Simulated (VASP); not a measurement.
# Ti4C5 in VASP: a series of runs

The runs below take Ti4C5 through single point, with r2SCAN.

All numbers are computed with VASP 6.6.1; they aren't measurements. Logs are shortened: lines on timing, memory, paths and dates and some standing lists are left out, and cuts for length are marked.

### 1 The cell of the first run

The cell holds a slab with vacuum, 9 atoms: a = 3.060 Å, b = 3.060 Å, c = 27.746 Å, α = 90.00°, β = 90.00°, γ = 120.00°.

### 2 Single point, r2SCAN

Contents of POSCAR:

```
Ti4C5
1.0
    3.0603581490      0.0000000000      0.0000000000
   -1.5301790745      2.6503479017      0.0000000000
    0.0000000000      0.0000000000     27.7457018777
C Ti
5 4
Direct
    0.3333333333      0.6666666667      0.3063537566
    0.0000000000      0.0000000000      0.3964135423
    0.6666666666      0.3333333333      0.4864946017
    0.3333333333      0.6666666667      0.5792580209
    0.9166666666      0.8333333333      0.6648938104
    0.6666666666      0.3333333333      0.3513836495
    0.3333333333      0.6666666667      0.4414434351
    0.0000000000      0.0000000000      0.5295768640
    0.6666666666      0.3333333333      0.6163519840
```

Contents of INCAR.step1:

```
SYSTEM = Ti4C5
PREC = Accurate
ENCUT = 520
ISMEAR = 0
SIGMA = 0.1
LREAL = .False.
LASPH = .True.
NELM = 80
LDIPOL = .True.
IDIPOL = 3
DIPOL = 0.5 0.5 0.486
NBANDS = 44
GGA = PE
ALGO = Normal
EDIFF = 1E-4
LWAVE = .True.
LCHARG = .False.
```

Contents of INCAR.step2:

```
SYSTEM = Ti4C5
PREC = Accurate
ENCUT = 520
EDIFF = 1E-6
ISMEAR = 0
SIGMA = 0.1
LREAL = .False.
LASPH = .True.
NELM = 80
ALGO = Normal
ISIF = 2
LWAVE = .False.
LCHARG = .True.
LDIPOL = .True.
IDIPOL = 3
DIPOL = 0.5 0.5 0.486
METAGGA = R2SCAN
LMIXTAU = .True.
LELF = .True.
LVHAR = .True.
LVACPOTAV = .True.
NBANDS = 44
ISTART = 1
```

Contents of KPOINTS:

```
Automatic mesh
0
Gamma
  12 12 1
  0 0 0
```

Potentials or basis: VASP PAW PBE potentials, release 64 (C, Ti_sv).

Run with:

```
> cat potpaw_PBE.64/C/POTCAR potpaw_PBE.64/Ti_sv/POTCAR > POTCAR
> cp INCAR.step1 INCAR
> mpirun -np 1 vasp_std > vasp.out
> cp INCAR.step2 INCAR
> mpirun -np 1 vasp_std > vasp.out
```

OUTCAR:

```text
SYSTEM = Ti4C5
   PREC = Accurate
   ENCUT = 520
   EDIFF = 1E-6
   ISMEAR = 0
   LREAL = .False.
   LASPH = .True.
   NELM = 80
   ISIF = 2
   METAGGA = R2SCAN
   ISTART = 1

 ion  position               nearest neighbor table
   1  0.333  0.667  0.306-   6 2.16   6 2.16   6 2.16
   2  0.000  0.000  0.396-   7 2.16   6 2.16   7 2.16   6 2.16   7 2.16   6 2.16
   3  0.667  0.333  0.486-   8 2.13   8 2.13   8 2.13   7 2.16   7 2.16   7 2.16
   4  0.333  0.667  0.579-   9 2.04   9 2.04   9 2.04   8 2.24   8 2.24   8 2.24
   5  0.917  0.833  0.665-   9 1.89   9 2.43   9 2.43
   6  0.667  0.333  0.351-   2 2.16   2 2.16   2 2.16   1 2.16   1 2.16   1 2.16
   7  0.333  0.667  0.441-   2 2.16   2 2.16   2 2.16   3 2.16   3 2.16   3 2.16
   8  0.000  0.000  0.530-   3 2.13   3 2.13   3 2.13   4 2.24   4 2.24   4 2.24
   9  0.667  0.333  0.616-   5 1.89   4 2.04   4 2.04   4 2.04   5 2.43   5 2.43

  LATTYP: Found a hexagonal cell.
 ALAT       =     3.0603581490
 C/A-ratio  =     9.0661617127

  Lattice vectors:

 A1 = (   3.0603581490,   0.0000000000,   0.0000000000)
 A2 = (  -1.5301790745,   2.6503479017,   0.0000000000)
 A3 = (   0.0000000000,   0.0000000000,  27.7457018777)

Analysis of symmetry for initial positions (statically):
=====================================================================
 Subroutine PRICEL returns:
 Original cell was already a primitive cell.

 Routine SETGRP: Setting up the symmetry group for a
 hexagonal supercell.

 Subroutine GETGRP returns: Found  2 space group operations
 (whereof  2 operations were pure point group operations)
 out of a pool of 24 trial point group operations.

The static configuration has the point symmetry C_1h.

Analysis of symmetry for dynamics (positions and initial velocities):
=====================================================================
 Subroutine PRICEL returns:
 Original cell was already a primitive cell.

 Routine SETGRP: Setting up the symmetry group for a
 hexagonal supercell.

 Subroutine GETGRP returns: Found  2 space group operations
 (whereof  2 operations were pure point group operations)
 out of a pool of 24 trial point group operations.

The dynamic configuration has the point symmetry C_1h.

 Subroutine INISYM returns: Found  2 space group operations
 (whereof  2 operations are pure point group operations),
 and found     1 'primitive' translations

----------------------------------------------------------------------------------------

                                     Primitive cell

  volume of cell :     225.0458

  direct lattice vectors                    reciprocal lattice vectors
     3.060358149  0.000000000  0.000000000     0.326759141  0.188654478  0.000000000
    -1.530179074  2.650347902  0.000000000     0.000000000  0.377308956  0.000000000
     0.000000000  0.000000000 27.745701878     0.000000000  0.000000000  0.036041618

  length of vectors
     3.060358149  3.060358149 27.745701878     0.377308956  0.377308956  0.036041618

  position of ions in fractional coordinates (direct lattice)
     0.333333333  0.666666667  0.306353757
     0.000000000  0.000000000  0.396413542
     0.666666667  0.333333333  0.486494602
     0.333333333  0.666666667  0.579258021
     0.916666667  0.833333333  0.664893810
     0.666666667  0.333333333  0.351383650
     0.333333333  0.666666667  0.441443435
     0.000000000  0.000000000  0.529576864
     0.666666667  0.333333333  0.616351984

  ion indices of the primitive-cell ions
   primitive index   ion index
                 1           1
                 2           2
                 3           3
                 4           4
                 5           5
                 6           6
                 7           7
                 8           8
                 9           9

----------------------------------------------------------------------------------------

 KPOINTS: Automatic mesh

Automatic generation of k-mesh.
 Grid dimensions read from file:
 generate k-points for:   12   12    1

 Generating k-lattice:

  Cartesian coordinates                     Fractional coordinates (reciprocal lattice)
     0.027229928  0.015721207  0.000000000     0.083333333  0.000000000  0.000000000
     0.000000000  0.031442413  0.000000000     0.000000000  0.083333333  0.000000000
     0.000000000  0.000000000  0.036041618     0.000000000  0.000000000  1.000000000

  Length of vectors
     0.031442413  0.031442413  0.036041618

  Shift w.r.t. Gamma in fractional coordinates (k-lattice)
     0.000000000  0.000000000  0.000000000

 Subroutine IBZKPT returns following result:
 ===========================================

 Found     43 irreducible k-points:

 Following reciprocal coordinates:
            Coordinates               Weight
  0.000000  0.000000  0.000000      1.000000
  0.083333  0.000000  0.000000      4.000000
  0.000000  0.083333  0.000000      2.000000
  0.166667  0.000000  0.000000      4.000000
  0.000000  0.166667  0.000000      2.000000
  0.250000  0.000000  0.000000      4.000000
[... 16 lines left out ...]
 -0.083333  0.416667  0.000000      4.000000
 -0.416667  0.333333  0.000000      4.000000
 [... further k-points ...]
   k-points           NKPTS =     43   k-points in BZ     NKDIM =     43   number of bands    NBANDS=     44
   number of dos      NEDOS =    301   number of ions     NIONS =      9
   total plane-waves  NPLWV = 120960
   dimension x,y,z NGX =    24 NGY =   24 NGZ =  210
   dimension x,y,z NGXF=    48 NGYF=   48 NGZF=  420
   ions per type =               5   4
   NGX,Y,Z   is equivalent  to a cutoff of  13.04, 13.04, 12.58 a.u.
   NGXF,Y,Z  is equivalent  to a cutoff of  26.07, 26.07, 25.17 a.u.
 SYSTEM =  Ti4C5
   PREC   = accura    normal or accurate (medium, high low for compatibility)
   ISTART =      1    job   : 0-new  1-cont  2-samecut
   ICHARG =      0    charge: 1-file 2-atom 10-const
   ISPIN  =      1    spin polarized calculation?
   LNONCOLLINEAR =      F non collinear calculations
   LSORBIT =      F    spin-orbit coupling
   LASPH  =      T    aspherical Exc in radial PAW
   ENCUT  =  520.0 eV  38.22 Ry    6.18 a.u.   5.69  5.69 51.59*2*pi/ulx,y,z
   NELM   =     80;   NELMIN=  2; NELMDL=  0     # of ELM steps
   EDIFF  = 0.1E-05   stopping-criterion for ELM
   LREAL  =      F    real-space projection
   EDIFFG = 0.1E-04   stopping-criterion for IOM
   NSW    =      0    number of steps for IOM
   IBRION =     -1    ionic relax: 0-MD 1-quasi-New 2-CG
   NFREE  =      0    steps in history (QN), initial steepest desc. (CG)
   ISIF   =      2    stress and relaxation
   ISYM   =      2    0-nonsym 1-usesym 2-fastsym
   POTIM  = 0.5000    time-step for ionic-motion
   TEBEG  =    0.0;   TEEND  =   0.0 temperature during run
   PSTRESS=    0.0 pullay stress
   NELECT =      68.0000    total number of electrons
   NUPDOWN=      -1.0000    fix difference up-down
   EMIN   =  10.00;   EMAX   =-10.00  energy-range for DOS
   EFERMI =   0.00;   METHOD = LEGACY
   ISMEAR =     0;   SIGMA  =   0.10  broadening in eV -4-tet -1-fermi 0-gaus
   EFERMI_NEDOS =   21; number of points for ismear=-14 and -15
   IALGO  =     38    algorithm
   IMIX   =      4    mixing-type and parameters
     AMIX     =   0.40;   BMIX     =  1.00
     AMIX_MAG =   1.60;   BMIX_MAG =  1.00
  volume/ion in A,a.u.               =      25.01       168.74
  Fermi-wavevector in a.u.,A,eV,Ry     =   1.098553  2.075963 16.419753  1.206818
  Thomas-Fermi vector in A             =   2.234932
   LORBIT       =      0    0 simple, 1 ext, 2 COOP (PROOUT), +10 PAW based schemes
   METAGGA = R2SCAN    functional components
   LHFCALC =     F    Hartree Fock is set to
   AEXX    =    0.0000 exact exchange contribution
   IVDW    =     0    specifies the selected vdW correction
   LEPSILON=     F    determine dielectric tensor
   LRPA    =     F    only Hartree local field effects (RPA)
 non-spin polarized calculation
 Gauss-broadening in eV      SIGMA  =   0.10
  energy-cutoff  :      520.00
  volume of cell :      225.05
 maximum number of plane-waves:      6082
   NGX = 11   NGY = 11   NGZ =103

 dipolmoment           0.000000      0.000000      0.013396 electrons x Angstroem

 number of electron      67.9999992 magnetization

 dipolmoment           0.000000      0.000000     -0.010710 electrons x Angstroem

 Free energy of the ion-electron system (eV)
  ---------------------------------------------------
  ext. energy  EPLUGINS =         0.00000000
  ---------------------------------------------------
  free energy    TOTEN  =      -100.04191061 eV

  energy without entropy =     -100.01875362  energy(sigma->0) =     -100.03033212

 E-fermi :  -0.4463     XC(G=0):  -5.9354

 val. band max:       -0.4577689058   @ k =  -0.1667   0.0833   0.0000
 cond. band min:      -0.4262432392   @ k =  -0.0833   0.4167   0.0000
 fundamental gap:      0.0315256666
 Fermi energy:        -0.4463270109

 k-point     1 :       0.0000    0.0000    0.0000
  band No.  band energies     occupation
      1     -59.5697      2.00000
      2     -59.5033      2.00000
      3     -59.0449      2.00000
      4     -58.8148      2.00000
      5     -34.9882      2.00000
      6     -34.7086      2.00000
[... 36 lines left out ...]
     43       2.3370      0.00000
     44       2.5566      0.00000

 k-point     2 :       0.0833    0.0000    0.0000
  band No.  band energies     occupation
      1     -59.5658      2.00000
      2     -59.5004      2.00000
      3     -59.0414      2.00000
      4     -58.8112      2.00000
      5     -34.9787      2.00000
      6     -34.7134      2.00000
[... 1026 lines left out ...]
 k-point    24 :      -0.4167    0.3333    0.0000
  band No.  band energies     occupation
      1     -59.5182      2.00000
      2     -59.4649      2.00000
      3     -59.0002      2.00000
      4     -58.7684      2.00000
      5     -34.9770      2.00000
      6     -34.9249      2.00000
[... 36 lines left out ...]
     43       2.9709      0.00000
     44       3.3331      0.00000

 [... further k-points ...]

------------------------ aborting loop because EDIFF is reached ----------------------------------------

  FORCE on cell =-STRESS in cart. coord.  units (eV):
  Direction    XX          YY          ZZ          XY          YZ          ZX
  --------------------------------------------------------------------------------------
  -------------------------------------------------------------------------------------
  Total       -0.5267562      0.1520779      1.4003885      0.0000000      2.2909387      0.0000000
  in kB       -3.7501561      1.0826944      9.9698419      0.0000000     16.3099710      0.0000000
  external PRESSURE =       2.4341267 kB  Pullay stress =       0.0000000 kB

 VOLUME and BASIS-vectors are now :
 -----------------------------------------------------------------------------
  energy-cutoff  :      520.00
  volume of cell :      225.05
      direct lattice vectors                 reciprocal lattice vectors
     3.060358149  0.000000000  0.000000000     0.326759141  0.188654478  0.000000000
    -1.530179074  2.650347902  0.000000000     0.000000000  0.377308956  0.000000000
     0.000000000  0.000000000 27.745701878     0.000000000  0.000000000  0.036041618

 POSITION                                       TOTAL-FORCE (eV/Angst)
 -----------------------------------------------------------------------------------
     -0.00000      1.76690      8.50000        -0.000000     -0.001462      1.050947
      0.00000      0.00000     10.99877        -0.000000      0.004915     -0.305112
      1.53018      0.88345     13.49813        -0.000000     -0.026659     -0.060959
     -0.00000      1.76690     16.07192        -0.000000     -0.314909     -2.461676
      1.53018      2.20862     18.44795        -0.000000      1.850414      0.050142
      1.53018      0.88345      9.74939        -0.000000     -0.005952     -0.884952
     -0.00000      1.76690     12.24816        -0.000000      0.031083     -0.113110
      0.00000      0.00000     14.69348        -0.000000      0.206435      0.509935
      1.53018      0.88345     17.10112         0.000000     -1.743866      2.214786
 -----------------------------------------------------------------------------------
    total drift:                                0.000000     -0.000073     -0.000488

  FREE ENERGIE OF THE ION-ELECTRON SYSTEM (eV)
  ---------------------------------------------------
  free  energy   TOTEN  =      -100.0419106116 eV

  energy  without entropy=     -100.0187536245  energy(sigma->0) =     -100.03033212

 vacuum level on the upper side and lower side of the slab         6.195         6.434
```

Wall time 32 min (1 thread of Intel Xeon 6975P-C (Granite Rapids), shared host); peak memory 0.57 GiB.

Results:

```yaml
Free_energy: -100.0419 eV
Largest_force: 2.819 eV/Å
Band_gap_on_the_k_mesh: zero (bands 34 and 35 overlap by 1.17 eV)
```

Forces on the atoms (eV/Å):
```
C    0.000 -0.001  1.051
C    0.000  0.005 -0.305
C    0.000 -0.027 -0.061
C    0.000 -0.315 -2.462
C    0.000  1.850  0.050
Ti   0.000 -0.006 -0.885
Ti   0.000  0.031 -0.113
Ti   0.000  0.206  0.510
Ti   0.000 -1.744  2.215
```

Levels at points of the mesh, in eV from the Fermi level:
```tsv
k point	band 31	band 32	band 33	band 34	band 35	band 36	band 37	band 38
(0.00, 0.00, 0.00)	-0.30	0.20	0.32	0.74	1.13	1.14	1.38	1.42
(0.50, 0.00, 0.00)	-2.02	-1.48	-1.41	0.11	0.28	0.40	0.71	1.69
(0.00, 0.50, 0.00)	-1.72	-1.43	-1.40	-0.30	0.22	0.42	0.62	1.50
```

Caveat: the PAW data sets were made with another functional, which shifts forces and pressure a little.

### 3 Single point, r2SCAN

Contents of POSCAR:

```
Ti4C5
1.0
    3.0603581490      0.0000000000      0.0000000000
   -1.5301790745      2.6503479017      0.0000000000
    0.0000000000      0.0000000000     27.7457018777
C Ti
5 4
Direct
    0.3333333333      0.6666666667      0.3063537566
    0.0000000000      0.0000000000      0.3964135423
    0.6666666667      0.3333333333      0.4864946017
    0.3333333333      0.6666666667      0.5792580209
    0.6666666667      0.8333333334      0.6415865543
    0.6666666667      0.3333333333      0.3513836495
    0.3333333333      0.6666666667      0.4414434351
    0.0000000000      0.0000000000      0.5295768640
    0.6666666667      0.3333333333      0.6163519840
```

Contents of INCAR.step1:

```
SYSTEM = Ti4C5
ALGO = Normal ; DIPOL = 0.5 0.5 0.483
EDIFF = 1E-4 ; ENCUT = 520
GGA = PE ; IDIPOL = 3
ISMEAR = 0 ; LASPH = .True.
LCHARG = .False. ; LDIPOL = .True.
LREAL = .False. ; LWAVE = .True.
NBANDS = 44 ; NELM = 80
PREC = Accurate ; SIGMA = 0.1
```

Contents of INCAR.step2:

```
SYSTEM = Ti4C5
ALGO = Normal ; DIPOL = 0.5 0.5 0.483
EDIFF = 1E-6 ; ENCUT = 520
IDIPOL = 3 ; ISIF = 2
ISMEAR = 0 ; ISTART = 1
LASPH = .True. ; LCHARG = .False.
LDIPOL = .True. ; LMIXTAU = .True.
LREAL = .False. ; LWAVE = .False.
METAGGA = R2SCAN ; NBANDS = 44
NELM = 80 ; PREC = Accurate
SIGMA = 0.1
```

Contents of KPOINTS:

```
k-points
0
Gamma
  12 12 1
  0 0 0
```

Potentials or basis: VASP PAW PBE potentials, release 64 (C, Ti_sv).

Run with:

```
> cat potpaw_PBE.64/C/POTCAR potpaw_PBE.64/Ti_sv/POTCAR > POTCAR
> cp INCAR.step1 INCAR
> mpirun -np 1 vasp_std > vasp.out
> cp INCAR.step2 INCAR
> mpirun -np 1 vasp_std > vasp.out
```

It took 48 min on 1 thread of Intel Xeon Platinum 8275CL at 3.00GHz (Skylake/Cascade Lake), shared host; peak memory 0.59 GiB.

The run converged. Its results:

```yaml
Free_energy: -98.1638 eV
Largest_force: 6.839 eV/Å
Band_gap_on_the_k_mesh: zero (bands 34 and 35 overlap by 0.79 eV)
```

Forces in eV/Å, atoms in the order of the input:
```
C   -0.021 -0.012  0.987
C    0.017  0.010 -0.282
C    0.111  0.064 -0.038
C   -0.078 -0.045 -2.552
C   -1.688 -0.974  6.555
Ti   0.030  0.017 -0.830
Ti   0.024  0.014 -0.125
Ti   0.237  0.137  0.892
Ti   1.368  0.790 -4.607
```

Levels at points of the mesh, in eV from the Fermi level:
```csv
k point,band 30,band 31,band 32,band 33,band 34,band 35,band 36,band 37,band 38,band 39
"(0.00, 0.00, 0.00)",-1.46,-0.80,-0.26,0.25,0.49,0.81,1.19,1.19,1.61,1.75
"(0.50, 0.00, 0.00)",-2.41,-2.15,-1.76,-1.44,-0.17,0.32,0.34,1.25,2.07,2.79
"(0.00, 0.50, 0.00)",-2.24,-1.66,-1.44,-1.14,0.09,0.23,0.60,1.70,2.59,2.84
```

Caveat: the PAW data sets were made with another functional, which shifts forces and pressure a little.

The gap in the log of VASP goes by the Fermi energy; the results here count the filled bands.